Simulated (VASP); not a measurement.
Input of a VASP 6.6.1 run:

The input INCAR:

```
  ALGO = Normal
  EDIFF = 1E-7
  ENCUT = 520
  GGA = PE
  ISIF = 2
  ISMEAR = 0
  LASPH = T
  LCHARG = F
  LREAL = F
  LWAVE = F
  NBANDS = 50
  NELM = 60
  PREC = Accurate
  SIGMA = 0.02
```

File KPOINTS:

```
k-points
0
Gamma
  2 6 6
```

The input POSCAR:

```
PbSe
1.0
   12.4695805019      0.0000000000      0.0000000000
    0.0000000000      4.3907204938      0.0000000000
    0.0000000000      0.0000000000      4.3920941058
Pb Se
4 4
Direct
    0.8750325508      0.7500000000      0.7493923945
    0.3750325508      0.7500000000      0.7506076055
    0.1249674492      0.2500000000      0.2506076055
    0.6249674492      0.2500000000      0.2493923945
    0.6250004372      0.7500000000      0.7496416908
    0.1250004372      0.7500000000      0.7503583092
    0.3749995628      0.2500000000      0.2503583092
    0.8749995628      0.2500000000      0.2496416908
```

Potentials or basis: VASP PAW PBE potentials, release 64 (Pb_d, Se).

Launch:

```bash
$ cat potpaw_PBE.64/Pb_d/POTCAR potpaw_PBE.64/Se/POTCAR > POTCAR
$ mpirun -np 1 vasp_std > vasp.out
```

Q: Predict the pressure.

A: 0.0 GPa.

Q: Estimate the band gap on the k mesh.

A: 0.44 eV.

Caveat: spin-orbit coupling is left out, which moves the levels of the heavy elements. A k mesh can miss the band edges.
